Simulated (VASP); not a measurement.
Write the native input for VASP 6.6.1 that does the following.

| Quantity | Value |
| --- | --- |
| Task | single point |
| Functional | PBE |
| Potentials or basis | VASP PAW PBE potentials, release 64 (Si, W_sv) |
| Cutoff | 520 eV |
| k mesh | 12 × 12 × 12 |
| Occupations | methfessel-paxton, width 0.2 eV |
| Spin | no spin polarisation |
| Dipole correction | no |
| Further INCAR settings | ALGO = Normal; EDIFF = 1e-07; NBANDS = 18 |

The structure of Si2W lies in POSCAR:

```
Si2W
1.0
   -1.6069000000      1.6069000000      3.9149500000
    1.6069000000     -1.6069000000      3.9149500000
    1.6069000000      1.6069000000     -3.9149500000
Si W
2 1
Direct
    0.3347000000      0.3347000000      0.0000000000
    0.6653000000      0.6653000000      0.0000000000
    0.0000000000      0.0000000000      0.0000000000
```

The input as run:

INCAR

```
ALGO = Normal
EDIFF = 1E-7
ENCUT = 520
GGA = PE
ISIF = 2
ISMEAR = 1
LASPH = True
LCHARG = False
LREAL = False
LWAVE = False
NBANDS = 18
NELM = 60
PREC = Accurate
SIGMA = 0.2
```

KPOINTS

```
k-points
0
Gamma
  12 12 12
```

Potentials or basis: VASP PAW PBE potentials, release 64 (Si, W_sv).

The run is started by

```sh
$ cat potpaw_PBE.64/Si/POTCAR potpaw_PBE.64/W_sv/POTCAR > POTCAR
$ mpirun -np 1 vasp_std > vasp.out
```

It gave:

```json
{
 "Pressure": "3.4 GPa",
 "Largest force": "0.077 eV/Å",
 "Band gap on the k mesh": "zero (band 11 reaches 12.70 eV, above the bottom of band 12 at 11.40 eV)"
}
```

Caveat: spin-orbit coupling is left out, which moves the levels of the heavy elements.

It took 74 s on 1 thread of Intel(R) Xeon(R) 6975P-C (Granite Rapids), on a shared host, peak memory 0.27 GiB.
